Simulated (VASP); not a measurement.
A run of VASP 6.6.1:

File INCAR:

```
  ALGO = Normal
  EDIFF = 1E-6
  ENCUT = 520
  GGA = PS
  ISIF = 2
  ISMEAR = -1
  LASPH = True
  LCHARG = True
  LELF = True
  LREAL = False
  LVHAR = True
  LWAVE = False
  NBANDS = 11
  NELM = 100
  PREC = Accurate
  SIGMA = 0.1
```

KPOINTS

```
k-points
0
Gamma
  10 10 10
```

POSCAR

```
Sr
1.0
    3.8251470136      0.0000000000      0.0000000000
    0.0000000000      3.8251470136      0.0000000000
    0.0000000000      0.0000000000      3.8251470136
Sr
1
Direct
    0.0000000000      0.0000000000      0.0000000000
```

Potentials or basis: VASP PAW PBE potentials, release 64 (Sr_sv).

Run with:

```console
$ cat potpaw_PBE.64/Sr_sv/POTCAR > POTCAR
$ mpirun -np 1 vasp_std > vasp.out
```

Hardware: 1 thread of Intel Xeon 8259CL, with other jobs on the host.

**Question.** Estimate the wall time of this run.

**Answer.** Wall time 37 s on 1 thread of Intel Xeon 8259CL (shared host), peak memory 0.17 GiB. Counts: scf iterations 11, k points 56.
